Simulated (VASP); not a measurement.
# HfSi2O6 (C222) in VASP: notebook

The runs below take HfSi2O6 through single point, with PBE.

All numbers are computed with VASP 6.6.1; they aren't measurements. Logs are shortened: lines on timing, memory, paths and dates and some standing lists are left out, and cuts for length are marked.

### Step 1. The cell of the first run

The structure is orthorhombic, space group C222 (No. 21). The conventional cell has a = 4.799 Å, b = 8.311 Å, c = 5.236 Å, α = 90.00°, β = 90.00°, γ = 90.00°. Within 2.1 Å of Hf (site symmetry 222) lie 4 O at 1.55 Å. Si (site symmetry 2) has 4 O at 1.55 Å within 2.1 Å. Within 2.1 Å of O (site symmetry 2) lie 2 Si at 1.55 Å. O (site symmetry 1) has 1 Si at 1.55 Å and 1 Hf at 1.55 Å within 2.1 Å.

### Step 2. Single point, PBE

File INCAR:

```
SYSTEM = HfSi2O6
  PREC = Accurate
  ENCUT = 520
  EDIFF = 1E-7
  ISMEAR = 0
  SIGMA = 0.1
  LREAL = .FALSE.
  LASPH = .TRUE.
  NELM = 60
  ALGO = Normal
  ISIF = 2
  LWAVE = .FALSE.
  LCHARG = .TRUE.
  GGA = PE
  LELF = .TRUE.
  LVHAR = .TRUE.
  NBANDS = 37
```

File KPOINTS:

```
Automatic mesh
0
G
  6 6 4
  0 0 0
```

File POSCAR:

```
HfSi2O6
1.0
    2.3992527200     -4.1556276200      0.0000000000
    2.3992527200      4.1556276200      0.0000000000
    0.0000000000      0.0000000000      5.2359512700
Hf Si O
1 2 6
Direct
    0.5000000000      0.5000000000      0.5000000000
    0.0000000000      0.5000000000      0.8333333300
    0.5000000000      0.0000000000      0.1666666700
    0.1970000100      0.8029999900      0.0000000000
    0.3940000200      0.1970000100      0.3333333300
    0.1970000100      0.3940000200      0.6666666700
    0.8029999900      0.1970000100      0.0000000000
    0.6059999800      0.8029999900      0.3333333300
    0.8029999900      0.6059999800      0.6666666700
```

Potentials or basis: VASP PAW PBE potentials, release 64 (Hf_pv, Si, O).

Started as:

```
> cat potpaw_PBE.64/Hf_pv/POTCAR potpaw_PBE.64/Si/POTCAR potpaw_PBE.64/O/POTCAR > POTCAR
> mpirun -np 1 vasp_std > vasp.out
```

OUTCAR:

```text
SYSTEM = HfSi2O6
   PREC = Accurate
   ENCUT = 520
   EDIFF = 1E-7
   ISMEAR = 0
   LREAL = .FALSE.
   LASPH = .TRUE.
   NELM = 60
   ISIF = 2
   GGA = PE

 ion  position               nearest neighbor table
   1  0.500  0.500  0.500-   5 1.55   6 1.55   8 1.55   9 1.55   2 2.97   3 2.97   3 2.97   2 2.97

   2  0.000  0.500  0.833-   6 1.55   9 1.55   7 1.55   4 1.55   1 2.97   1 2.97   3 2.97   3 2.97

   3  0.500  0.000  0.167-   5 1.55   8 1.55   7 1.55   4 1.55   1 2.97   1 2.97   2 2.97   2 2.97

   4  0.197  0.803  0.000-   2 1.55   3 1.55
   5  0.394  0.197  0.333-   3 1.55   1 1.55
   6  0.197  0.394  0.667-   2 1.55   1 1.55
   7  0.803  0.197  0.000-   2 1.55   3 1.55
   8  0.606  0.803  0.333-   3 1.55   1 1.55
   9  0.803  0.606  0.667-   2 1.55   1 1.55

  LATTYP: Found a hexagonal cell.
 ALAT       =     4.7985054476
 C/A-ratio  =     1.0911629313

  Lattice vectors:

 A1 = (   2.3992527200,  -4.1556276200,   0.0000000000)
 A2 = (   2.3992527200,   4.1556276200,   0.0000000000)
 A3 = (   0.0000000000,   0.0000000000,   5.2359512700)

Analysis of symmetry for initial positions (statically):
=====================================================================
 Subroutine PRICEL returns:
 Original cell was already a primitive cell.

 Routine SETGRP: Setting up the symmetry group for a
 hexagonal supercell.

 Subroutine GETGRP returns: Found  4 space group operations
 (whereof  4 operations were pure point group operations)
 out of a pool of 24 trial point group operations.

The static configuration has the point symmetry D_2 .

Analysis of symmetry for dynamics (positions and initial velocities):
=====================================================================
 Subroutine PRICEL returns:
 Original cell was already a primitive cell.

 Routine SETGRP: Setting up the symmetry group for a
 hexagonal supercell.

 Subroutine GETGRP returns: Found  4 space group operations
 (whereof  4 operations were pure point group operations)
 out of a pool of 24 trial point group operations.

The dynamic configuration has the point symmetry D_2 .

 Subroutine INISYM returns: Found  4 space group operations
 (whereof  4 operations are pure point group operations),
 and found     1 'primitive' translations

----------------------------------------------------------------------------------------

                                     Primitive cell

  volume of cell :     104.4091

  direct lattice vectors                    reciprocal lattice vectors
     2.399252720 -4.155627620  0.000000000     0.208398222 -0.120318769  0.000000000
     2.399252720  4.155627620  0.000000000     0.208398222  0.120318769  0.000000000
     0.000000000  0.000000000  5.235951270     0.000000000  0.000000000  0.190987263

  length of vectors
     4.798505448  4.798505448  5.235951270     0.240637539  0.240637539  0.190987263

  position of ions in fractional coordinates (direct lattice)
     0.500000000  0.500000000  0.500000000
     0.000000000  0.500000000  0.833333330
     0.500000000  0.000000000  0.166666670
     0.197000010  0.802999990  0.000000000
     0.394000020  0.197000010  0.333333330
     0.197000010  0.394000020  0.666666670
     0.802999990  0.197000010  0.000000000
     0.605999980  0.802999990  0.333333330
     0.802999990  0.605999980  0.666666670

  ion indices of the primitive-cell ions
   primitive index   ion index
                 1           1
                 2           2
                 3           3
                 4           4
                 5           5
                 6           6
                 7           7
                 8           8
                 9           9

----------------------------------------------------------------------------------------

 KPOINTS: Automatic mesh

Automatic generation of k-mesh.
 Grid dimensions read from file:
 generate k-points for:    6    6    4

 Generating k-lattice:

  Cartesian coordinates                     Fractional coordinates (reciprocal lattice)
     0.034733037 -0.020053128  0.000000000     0.166666667  0.000000000  0.000000000
     0.034733037  0.020053128  0.000000000     0.000000000  0.166666667  0.000000000
     0.000000000  0.000000000  0.047746816     0.000000000  0.000000000  0.250000000

  Length of vectors
     0.040106256  0.040106256  0.047746816

  Shift w.r.t. Gamma in fractional coordinates (k-lattice)
     0.000000000  0.000000000  0.000000000

 Subroutine IBZKPT returns following result:
 ===========================================

 Found     39 irreducible k-points:

 Following reciprocal coordinates:
            Coordinates               Weight
  0.000000  0.000000  0.000000      1.000000
  0.166667  0.000000  0.000000      4.000000
 -0.166667  0.166667  0.000000      2.000000
  0.333333  0.000000  0.000000      4.000000
 -0.333333  0.333333  0.000000      2.000000
  0.500000  0.000000  0.000000      2.000000
[... 16 lines left out ...]
  0.333333  0.166667  0.250000      8.000000
 -0.166667  0.500000  0.250000      8.000000
 [... further k-points ...]
   k-points           NKPTS =     39   k-points in BZ     NKDIM =     39   number of bands    NBANDS=     37
   number of dos      NEDOS =    301   number of ions     NIONS =      9
   total plane-waves  NPLWV =  51840
   dimension x,y,z NGX =    36 NGY =   36 NGZ =   40
   dimension x,y,z NGXF=    72 NGYF=   72 NGZF=   80
   ions per type =               1   2   6
   NGX,Y,Z   is equivalent  to a cutoff of  12.47, 12.47, 12.70 a.u.
   NGXF,Y,Z  is equivalent  to a cutoff of  24.94, 24.94, 25.40 a.u.
 SYSTEM =  HfSi2O6
   PREC   = accura    normal or accurate (medium, high low for compatibility)
   ISTART =      0    job   : 0-new  1-cont  2-samecut
   ICHARG =      2    charge: 1-file 2-atom 10-const
   ISPIN  =      1    spin polarized calculation?
   LNONCOLLINEAR =      F non collinear calculations
   LSORBIT =      F    spin-orbit coupling
   LASPH  =      T    aspherical Exc in radial PAW
   ENCUT  =  520.0 eV  38.22 Ry    6.18 a.u.   8.92  8.92  9.74*2*pi/ulx,y,z
   NELM   =     60;   NELMIN=  2; NELMDL= -5     # of ELM steps
   EDIFF  = 0.1E-06   stopping-criterion for ELM
   LREAL  =      F    real-space projection
   EDIFFG = 0.1E-05   stopping-criterion for IOM
   NSW    =      0    number of steps for IOM
   IBRION =     -1    ionic relax: 0-MD 1-quasi-New 2-CG
   NFREE  =      0    steps in history (QN), initial steepest desc. (CG)
   ISIF   =      2    stress and relaxation
   ISYM   =      2    0-nonsym 1-usesym 2-fastsym
   POTIM  = 0.5000    time-step for ionic-motion
   TEBEG  =    0.0;   TEEND  =   0.0 temperature during run
   PSTRESS=    0.0 pullay stress
   NELECT =      54.0000    total number of electrons
   NUPDOWN=      -1.0000    fix difference up-down
   EMIN   =  10.00;   EMAX   =-10.00  energy-range for DOS
   EFERMI =   0.00;   METHOD = LEGACY
   ISMEAR =     0;   SIGMA  =   0.10  broadening in eV -4-tet -1-fermi 0-gaus
   EFERMI_NEDOS =   21; number of points for ismear=-14 and -15
   IALGO  =     38    algorithm
   IMIX   =      4    mixing-type and parameters
     AMIX     =   0.40;   BMIX     =  1.00
     AMIX_MAG =   1.60;   BMIX_MAG =  1.00
  volume/ion in A,a.u.               =      11.60        78.29
  Fermi-wavevector in a.u.,A,eV,Ry     =   1.314095  2.483279 23.495153  1.726845
  Thomas-Fermi vector in A             =   2.444372
   LORBIT       =      0    0 simple, 1 ext, 2 COOP (PROOUT), +10 PAW based schemes
   GGA     = PE    functional components
   LHFCALC =     F    Hartree Fock is set to
   AEXX    =    0.0000 exact exchange contribution
   IVDW    =     0    specifies the selected vdW correction
   LEPSILON=     F    determine dielectric tensor
   LRPA    =     F    only Hartree local field effects (RPA)
 non-spin polarized calculation
 Gauss-broadening in eV      SIGMA  =   0.10
  energy-cutoff  :      520.00
  volume of cell :      104.41
 maximum number of plane-waves:      2857
   NGX = 17   NGY = 17   NGZ = 19

 number of electron      54.0000002 magnetization

 Free energy of the ion-electron system (eV)
  ---------------------------------------------------
  ext. energy  EPLUGINS =         0.00000000
  ---------------------------------------------------
  free energy    TOTEN  =       -57.19527755 eV

  energy without entropy =      -57.19527755  energy(sigma->0) =      -57.19527755

 E-fermi :   2.8269     XC(G=0):  -9.7786

 val. band max:        2.3638198506   @ k =   0.5000   0.5000   0.0000
 cond. band min:       7.2170636968   @ k =   0.0000   0.0000   0.0000
 fundamental gap:      4.8532438462
 Fermi energy:         2.8269154063

 k-point     1 :       0.0000    0.0000    0.0000
  band No.  band energies     occupation
      1     -26.5608      2.00000
      2     -26.0954      2.00000
      3     -25.8481      2.00000
      4     -18.0347      2.00000
      5     -16.1865      2.00000
      6     -15.6342      2.00000
[... 29 lines left out ...]
     36      14.3110      0.00000
     37      14.7950      0.00000

 k-point     2 :       0.1667    0.0000    0.0000
  band No.  band energies     occupation
      1     -26.5661      2.00000
      2     -26.0924      2.00000
      3     -25.8535      2.00000
      4     -17.9208      2.00000
      5     -16.3388      2.00000
      6     -15.6336      2.00000
[... 29 lines left out ...]
     36      14.2953      0.00000
     37      14.7665      0.00000

 k-point     3 :      -0.1667    0.1667    0.0000
  band No.  band energies     occupation
      1     -26.5665      2.00000
      2     -26.0897      2.00000
      3     -25.8602      2.00000
      4     -17.9581      2.00000
      5     -16.2011      2.00000
      6     -15.6043      2.00000
[... 29 lines left out ...]
     36      14.4393      0.00000
     37      14.7521      0.00000

 k-point     4 :       0.3333    0.0000    0.0000
  band No.  band energies     occupation
      1     -26.5768      2.00000
      2     -26.0866      2.00000
      3     -25.8647      2.00000
      4     -17.6085      2.00000
      5     -16.7059      2.00000
      6     -15.6535      2.00000
[... 29 lines left out ...]
     36      13.9561      0.00000
     37      14.6821      0.00000
[... 683 lines left out ...]
      1     -26.5747      2.00000
      2     -26.0859      2.00000
      3     -25.8713      2.00000
      4     -17.7366      2.00000
      5     -16.3979      2.00000
      6     -15.7633      2.00000
[... 29 lines left out ...]
     36      14.0597      0.00000
     37      14.4320      0.00000

 k-point    23 :       0.3333    0.1667    0.2500
  band No.  band energies     occupation
      1     -26.5817      2.00000
      2     -26.0859      2.00000
      3     -25.8694      2.00000
      4     -17.2327      2.00000
      5     -17.1019      2.00000
      6     -15.6302      2.00000
[... 29 lines left out ...]
     36      13.3879      0.00000
     37      14.4165      0.00000

 k-point    24 :      -0.1667    0.5000    0.2500
  band No.  band energies     occupation
      1     -26.5823      2.00000
      2     -26.0827      2.00000
      3     -25.8762      2.00000
      4     -17.4809      2.00000
      5     -16.7591      2.00000
      6     -15.6370      2.00000
[... 29 lines left out ...]
     36      13.4041      0.00000
     37      14.3439      0.00000

 [... further k-points ...]
[... 5 lines left out ...]
  --------------------------------------------------------------------------------------
  -------------------------------------------------------------------------------------
  Total       92.3390134     74.6930466     82.3723934      0.0000000      0.0000000      0.0000000
  in kB     1416.9600343   1146.1792570   1264.0203198      0.0000000      0.0000000      0.0000000
  external PRESSURE =    1275.7198704 kB  Pullay stress =       0.0000000 kB

 VOLUME and BASIS-vectors are now :
 -----------------------------------------------------------------------------
  energy-cutoff  :      520.00
  volume of cell :      104.41
      direct lattice vectors                 reciprocal lattice vectors
     2.399252720 -4.155627620  0.000000000     0.208398222 -0.120318769  0.000000000
     2.399252720  4.155627620  0.000000000     0.208398222  0.120318769  0.000000000
     0.000000000  0.000000000  5.235951270     0.000000000  0.000000000  0.190987263

 POSITION                                       TOTAL-FORCE (eV/Angst)
 -----------------------------------------------------------------------------------
      2.39925      0.00000      2.61798         0.000000     -0.000000      0.000000
      1.19963      2.07781      4.36329         0.000000     -0.000000      0.238806
      1.19963     -2.07781      0.87266         0.000000     -0.000000     -0.238806
      2.39925      2.51831      0.00000         0.000000      0.479772      0.000000
      1.41796     -0.81866      1.74532       -16.987997    -14.148644    -15.025234
      1.41796      0.81866      3.49063       -16.987997     14.148644     15.025234
      2.39925     -2.51831      0.00000         0.000000     -0.479772      0.000000
      3.38055      0.81866      1.74532        16.987997     14.148644    -15.025234
      3.38055     -0.81866      3.49063        16.987997    -14.148644     15.025234
 -----------------------------------------------------------------------------------
    total drift:                               -0.000000      0.000000      0.000000

  FREE ENERGIE OF THE ION-ELECTRON SYSTEM (eV)
  ---------------------------------------------------
  free  energy   TOTEN  =       -57.1952775483 eV

  energy  without entropy=      -57.1952775483  energy(sigma->0) =      -57.19527755
```

Wall time 56 s (1 thread of Intel Xeon 6975P-C (Granite Rapids), shared host); peak memory 0.29 GiB.

Results:

```
Free energy            : -57.1953 eV
Pressure               : 127.6 GPa
Largest force          : 26.731 eV/Å
Band gap on the k mesh : 4.85 eV, indirect (least direct gap 5.26 eV)
```

Forces in eV/Å, atoms in the order of the input:
```
Hf    0.000   0.000   0.000
Si    0.000   0.000   0.239
Si    0.000   0.000  -0.239
O     0.000   0.480   0.000
O   -16.988 -14.149 -15.025
O   -16.988  14.149  15.025
O     0.000  -0.480   0.000
O    16.988  14.149 -15.025
O    16.988 -14.149  15.025
```

Stress tensor (GPa, compression positive):
```
141.70   0.00   0.00
  0.00 114.62   0.00
  0.00   0.00 126.40
```

Levels at points of the mesh, in eV from the valence-band top:
```
           k point  band 25  band 26  band 27  band 28  band 29  band 30
(0.00, 0.00, 0.00)    -1.01    -0.99    -0.41     4.85     7.80     9.26
(0.50, 0.00, 0.00)    -1.11    -0.92    -0.44     6.94     8.08     8.89
(0.50, 0.50, 0.00)    -0.95    -0.24     0.00     7.29     7.85     8.65
(0.00, 0.00, 0.50)    -0.67    -0.47    -0.31     6.54     7.00     8.50
(0.50, 0.00, 0.50)    -1.36    -0.63    -0.27     7.92     8.33     8.61
(0.50, 0.50, 0.50)    -1.45    -0.54    -0.46     7.78     8.58     8.90
```

Caveat: spin-orbit coupling is left out, which moves the levels of the heavy elements; forces of over 1 eV/Å act on the atoms, so gaps and moduli don't describe the material at rest. Expect the measured gap to be larger: semilocal functionals such as PBE lack the derivative discontinuity.

### Step 3. Single point, PBE

This run uses another cell than the first one, of 17.26 Å³/atom, 1.488 times its volume.

File INCAR:

```
PREC = Accurate
ENCUT = 520
EDIFF = 1E-7
ISMEAR = 0
SIGMA = 0.02
LREAL = False
LASPH = True
NELM = 60
ALGO = Normal
ISIF = 2
LWAVE = False
LCHARG = True
GGA = PE
LELF = True
LVHAR = True
NBANDS = 37
```

File KPOINTS:

```
Automatic mesh
0
Gamma
  6 6 4
```

File POSCAR:

```
HfSi2O6
1.0
    2.6073137468     -4.9495513910      0.0000000000
    2.6073137468      4.9495513910      0.0000000000
    0.0000000000      0.0000000000      6.0191117877
Hf Si O
1 2 6
Direct
    0.5000000000      0.5000000000      0.5000000000
    0.0000000000      0.5000000000      0.8442738285
    0.5000000000      0.0000000000      0.1557261715
    0.2234448549      0.7765551451      0.0000000000
    0.4110388089      0.1766954339      0.3112619417
    0.1766954339      0.4110388089      0.6887380583
    0.7765551451      0.2234448549      0.0000000000
    0.5889611911      0.8233045661      0.3112619417
    0.8233045661      0.5889611911      0.6887380583
```

Potentials or basis: VASP PAW PBE potentials, release 64 (Hf_pv, Si, O).

Started as:

```
> cat potpaw_PBE.64/Hf_pv/POTCAR potpaw_PBE.64/Si/POTCAR potpaw_PBE.64/O/POTCAR > POTCAR
> mpirun -np 1 vasp_std > vasp.out
```

Run time: 2.3 min. Hardware: 1 thread of Intel Xeon 6975P-C (Granite Rapids), shared host; peak memory 0.39 GiB.

The run converged. Its results:

```
Free energy            : -77.2467 eV
Pressure               : -0.4 GPa
Largest force          : 0.191 eV/Å
Band gap on the k mesh : 4.94 eV, indirect (least direct gap 5.17 eV)
```

Forces in eV/Å, atoms in the order of the input:
```
Hf   0.000  0.000  0.000
Si   0.000  0.000  0.024
Si   0.000  0.000 -0.024
O    0.000 -0.006  0.000
O    0.101  0.116  0.114
O    0.101 -0.116 -0.114
O    0.000  0.006  0.000
O   -0.101 -0.116  0.114
O   -0.101  0.116 -0.114
```

Stress tensor (GPa, compression positive):
```
-0.42  0.00  0.00
 0.00 -0.33  0.00
 0.00  0.00 -0.35
```

Levels at points of the mesh, in eV from the valence-band top:
| k point | band 25 | band 26 | band 27 | band 28 | band 29 | band 30 |
| --- | --- | --- | --- | --- | --- | --- |
| (0.00, 0.00, 0.00) | -0.35 | -0.26 | -0.23 | 4.94 | 6.31 | 6.43 |
| (0.50, 0.00, 0.00) | -0.79 | -0.38 | -0.08 | 6.14 | 6.63 | 6.96 |
| (0.50, 0.50, 0.00) | -0.65 | -0.13 | 0.00 | 6.04 | 6.31 | 6.86 |
| (0.00, 0.00, 0.50) | -0.09 | -0.02 | 0.00 | 6.02 | 6.39 | 6.65 |
| (0.50, 0.00, 0.50) | -0.57 | -0.52 | -0.21 | 6.26 | 6.60 | 6.91 |
| (0.50, 0.50, 0.50) | -0.54 | -0.46 | -0.33 | 6.14 | 6.60 | 6.78 |

Caveat: spin-orbit coupling is left out, which moves the levels of the heavy elements. A k mesh can miss the band edges.
